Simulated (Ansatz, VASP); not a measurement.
**BaF2: VASP beside Ansatz**

```xyz
3
Lattice="0.0000 3.1223 3.1223 3.1223 0.0000 3.1223 3.1223 3.1223 0.0000" Properties=species:S:1:pos:R:3 pbc="T T T"
Ba    0.0000    0.0000    0.0000
F     1.5612    1.5612    1.5612
F     4.6835    4.6835    4.6835
```

Alike in both runs: task single point; functional PBE; k mesh 11 × 11 × 11; occupations fermi-dirac, width 0.05 eV; no spin polarisation.

|  | VASP | Ansatz |
| --- | --- | --- |
| version | VASP 6.6.1 | Ansatz 0.2.0 |
| potentials or method | VASP PAW PBE potentials, release 64 (Ba_sv, F), cutoff 600 eV | all-electron LAPW, scalar-relativistic |

|  | VASP | Ansatz | Ansatz less VASP |
| --- | --- | --- | --- |
| gap on the k mesh at the Fermi level (eV) | 6.67 | 6.74 | +0.063 |
| pressure (GPa) | 0.9 | 0.0 | -0.90 |

Ansatz ran all-electron here, and VASP with PAW potentials.

Neither program's run includes spin-orbit coupling.
